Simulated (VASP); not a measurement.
Crystal: NiO.

```
O Ni
1.0
     0.00000    2.08930    2.08930
     2.08930    0.00000    2.08930
     2.08930    2.08930    0.00000
O Ni
1 1
Cartesian
  2.0893 2.0893 2.0893
  0.0000 0.0000 0.0000
```

Base run:

```yaml
Program: VASP 6.6.1
Functional: PBE
Potentials_or_basis: VASP PAW PBE potentials, release 64 (O, Ni)
Cutoff: 520 eV
k_mesh: 10 × 10 × 10
Occupations: fermi-dirac, width 0.03 eV
Spin: collinear spin, ferromagnetic start
Starting_moments: "[0.0, 0.41] μB"
Fixed_moment: 0.41 μB
```

Its results: pressure -2.4 GPa; site moments O +0.04; Ni +0.36 μB.

Q: The run is repeated on the same cell with these changes: fixed moment from 0.41 μB to 1.24 μB; moments at the start from [0.0, 0.41] to [0.0, 1.24]. What comes out?

A: Pressure 0.6 GPa; site moments O +0.16; Ni +1.06 μB.

Caveats: the total moment is fixed, so each spin has its own Fermi level; a cell with one magnetic atom can't hold antiferromagnetic order, which such compounds often take.
